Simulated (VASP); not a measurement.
Write the native input for VASP 6.6.1 that does the following.

| Quantity | Value |
| --- | --- |
| Task | single point |
| Functional | PBE |
| Potentials or basis | VASP PAW PBE potentials, release 64 (Si, Ge_d) |
| Cutoff | 520 eV |
| k mesh | 12 × 12 × 2 |
| Occupations | gaussian, width 0.1 eV |
| Spin | no spin polarisation |
| Dipole correction | no |
| Further INCAR settings | ALGO = Normal; EDIFF = 1e-06; NBANDS = 61 |

The structure of Si2Ge3 lies in POSCAR:

```
Si2Ge3
1.0
    2.9478920650      0.0000000029      0.0000000000
   -1.4739460351      2.5529494145      0.0000000000
    0.0000000000      0.0000000000     23.3372085010
Si Ge
4 6
Direct
    0.6666666667      0.3333333333      0.1509790913
    0.6666666667      0.3333333333      0.5442395460
    0.3333333333      0.6666666667      0.8490209087
    0.3333333333      0.6666666667      0.4557604540
    0.6666666667      0.3333333333      0.9444511651
    0.6666666667      0.3333333333      0.3571414619
    0.6666666667      0.3333333333      0.7533492053
    0.3333333333      0.6666666667      0.0555488349
    0.3333333333      0.6666666667      0.2466507947
    0.3333333333      0.6666666667      0.6428585381
```

The input as run:

INCAR

```
SYSTEM = Si2Ge3
ALGO     = Normal         ! electronic algorithm
EDIFF    = 1E-6           ! SCF threshold, eV
ENCUT    = 520            ! plane-wave cutoff, eV
GGA      = PE             ! functional
ISIF     = 2              ! what is computed and relaxed
ISMEAR   = 0              ! smearing method
LASPH    = .True.         ! aspherical terms in the spheres
LCHARG   = .False.        ! write CHGCAR
LREAL    = .False.        ! projectors in reciprocal space
LWAVE    = .False.        ! write WAVECAR
NBANDS   = 61             ! bands
NELM     = 80             ! most SCF steps
PREC     = Accurate       ! precision mode
SIGMA    = 0.1            ! smearing width, eV
```

KPOINTS

```
k-points
0
Gamma
  12 12 2
  0 0 0
```

Potentials or basis: VASP PAW PBE potentials, release 64 (Si, Ge_d).

Command:

```console
$ cat potpaw_PBE.64/Si/POTCAR potpaw_PBE.64/Ge_d/POTCAR > POTCAR
$ mpirun -np 1 vasp_std > vasp.out
```

Results of the run:

```yaml
Pressure: 0.0 GPa
Largest_force: 0.006 eV/Å
Band_gap_on_the_k_mesh: zero (bands 50 and 51 overlap by 9.08 eV)
```

It took 14 min on 1 thread of Intel(R) Xeon(R) Platinum 8259CL CPU @ 2.50GHz (Skylake/Cascade Lake), on a shared host, peak memory 0.47 GiB.
